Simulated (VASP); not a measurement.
Crystal: Tc.

```
Tc
1.0
     2.75815    0.00000    0.00000
    -1.37907    2.38862    0.00000
     0.00000    0.00000    4.42713
Tc
2
Direct
  0.66667 0.33333 0.75000
  0.33333 0.66667 0.25000
```

Base run:

| Item | Value |
| --- | --- |
| Program | VASP 6.6.1 |
| Functional | PBEsol |
| Potentials or basis | VASP PAW PBE potentials, release 64 (Tc_pv) |
| Cutoff | 520 eV |
| k mesh | 11 × 11 × 6 |
| Occupations | fermi-dirac, width 0.05 eV |
| Spin | no spin polarisation |

Its results: band gap on the k mesh zero (band 13 reaches 13.59 eV, above the bottom of band 14 at 10.55 eV); pressure -12.8 GPa.

Problem. The run is repeated on the same cell with these changes: functional from PBEsol to PBE. What comes out?

Solution. Band gap on the k mesh zero (band 13 reaches 13.72 eV, above the bottom of band 14 at 10.70 eV); pressure -3.7 GPa.

PBE binds less tightly than PBEsol, so the same cell stands under more pressure.

Caveats: the PAW data sets were made with another functional, which shifts forces and pressure a little (some runs).
